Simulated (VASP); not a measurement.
Input of a VASP 6.6.1 run:

Contents of INCAR:

```
SYSTEM = NaTbBr4
ALGO = Normal ; EDIFF = 1E-6
ENCUT = 500 ; GGA = PE
GGA_COMPAT = .FALSE. ; ISIF = 2
ISMEAR = 0 ; LASPH = .TRUE.
LCHARG = .FALSE. ; LMAXMIX = 6
LREAL = .FALSE. ; LWAVE = .FALSE.
NBANDS = 31 ; NELM = 200
PREC = Accurate ; SIGMA = 0.1
```

Contents of KPOINTS:

```
k-points
0
G
  4 4 2
  0 0 0
```

The input POSCAR:

```
NaTbBr4
1.0
    5.0079382398      0.0000000000      0.0000000000
    0.2818215808      5.2041376870      0.0000000000
    1.4620225686      1.5707717992      7.5451188083
Na Tb Br
1 1 4
Direct
    0.0633784105      0.9361342702      0.9926204409
    0.4233095108      0.5875810781      0.5030022694
    0.5088318634      0.0273973390      0.6503777967
    0.9806919004      0.4789309058      0.3526287150
    0.5004249500      0.9678719809      0.1881110864
    0.0233633647      0.5020844259      0.8132596915
```

Potentials or basis: VASP PAW PBE potentials, release 64 (Na_pv, Tb_3, Br), 4f in core.

Command:

```bash
$ cat potpaw_PBE.64/Na_pv/POTCAR potpaw_PBE.64/Tb_3/POTCAR potpaw_PBE.64/Br/POTCAR > POTCAR
$ mpirun -np 1 vasp_std > vasp.out
```

(1) What does it give for the pressure?

(2) What does it give for the band gap on the k mesh?

Results:

(1) 0.2 GPa.

(2) 3.59 eV (least direct gap 3.80 eV).

Caveat: spin-orbit coupling is left out, which moves the levels of the heavy elements; the 4f electrons are frozen in the core, so they carry no moment and show no levels.
